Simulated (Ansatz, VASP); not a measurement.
**Al: VASP beside Ansatz**

File INCAR:

```
SYSTEM = Al
  PREC = Accurate
  ENCUT = 520
  EDIFF = 1E-6
  ISMEAR = 0
  SIGMA = 0.05
  LREAL = .FALSE.
  LASPH = .TRUE.
  NELM = 80
  ALGO = Normal
  ISIF = 2
  LWAVE = .FALSE.
  LCHARG = .FALSE.
  GGA = CA
  NBANDS = 10
```

File KPOINTS:

```
Automatic mesh
0
G
  12 12 6
  0 0 0
```

File POSCAR:

```
Al
1.0
    2.7744445371      0.0000000000      0.0000000000
   -1.3872222735      2.4027394504      0.0000000000
    0.0000000000      0.0000000000      4.8010736936
Al
2
Direct
    0.6666666667      0.3333333333      0.7500000000
    0.3333333333      0.6666666667      0.2500000000
```

Input for Ansatz:

```yaml
crystal:
  lattice:
    - [2.7744445370741313, 0.0, 0.0]
    - [-1.38722227346949, 2.4027394503891792, 0.0]
    - [0.0, 0.0, 4.8010736935821]
  atoms:
    - { symbol: Al, position: [0.6666666666666666, 0.3333333333333333, 0.75] }
    - { symbol: Al, position: [0.3333333333333333, 0.6666666666666666, 0.25] }
basis:
  ecutwfc: 500.0
kpoints:
  mp_grid:
    grid: [12, 12, 6]
hamiltonian:
  xc: lda
  pseudopotentials:
    kind: paw
scf:
  occupations:
    method: gaussian
    width: 0.05
output:
  stress: true
```

Alike in both runs: task single point; functional LDA; k mesh 12 × 12 × 6; occupations gaussian, width 0.05 eV; no spin polarisation.

|  | VASP | Ansatz |
| --- | --- | --- |
| version | VASP 6.6.1 | Ansatz 0.2.0 |
| potentials or method | VASP PAW LDA potentials, release 64 (Al), cutoff 520 eV | plane waves, PAW |
| valence electrons in the cell | 6 | 6 |

```tsv
	VASP	Ansatz	Ansatz less VASP
pressure (GPa)	-0.2	-0.3	-0.08
traceless stress, the component that is largest in VASP (GPa)	-2.73	-2.71	+0.020
```

LDA's correlation is that of Perdew and Zunger in VASP and of Perdew and Wang (1992) in Ansatz.
